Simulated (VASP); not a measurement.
Ti:

```
CELL_PARAMETERS angstrom
4.56737 0.00000 0.00000
-2.28369 3.95546 0.00000
0.00000 0.00000 2.82624
ATOMIC_POSITIONS crystal
Ti 0.66667 0.33333 0.50000
Ti 0.33333 0.66667 0.50000
Ti 0.00000 0.00000 0.00000
```

This isn't the form of Ti at room conditions, which is hcp.

- Program: VASP 6.6.1
- Task: relaxation of cell and atoms
- Functional: PBEsol
- Potentials or basis: VASP PAW PBE potentials, release 64 (Ti_sv)
- Cutoff: 600 eV
- k mesh: 7 × 7 × 9
- Occupations: fermi-dirac, width 0.05 eV
- Spin: no spin polarisation

At the start: pressure -3.9 GPa; volume 17.02 Å³/atom.

How do energy, volume and symmetry change on relaxing?

Over 6 steps the energy falls by 7.4 meV/atom and the volume is 16.44 Å³/atom (-3.4 %); space group P6/mmm (No. 191, to 0.1 Å) before and after.

Step by step:
| step | energy change (eV) | largest force (eV/Å) | pressure (GPa) | volume (Å³) |
| --- | --- | --- | --- | --- |
| 1 | 0.0000 | 0.0000 | -3.89 | 51.06 |
| 2 | -0.0103 | 0.0000 | 3.14 | 48.07 |
| 3 | -0.0222 | 0.0000 | 0.02 | 49.30 |
| 4 | -0.0222 | 0.0000 | -0.06 | 49.33 |
| 5 | -0.0223 | 0.0000 | -0.09 | 49.33 |
| 6 | -0.0223 | 0.0000 | -0.08 | 49.33 |

Final structure:
```
Ti
1.0
     4.51271    0.00000    0.00000
    -2.25636    3.90813    0.00000
     0.00000    0.00000    2.79698
Ti
3
Cartesian
  2.2564 1.3027 1.3985
  0.0000 2.6054 1.3985
  0.0000 0.0000 0.0000
```

Caveat: the PAW data sets were made with another functional, which shifts forces and pressure a little.
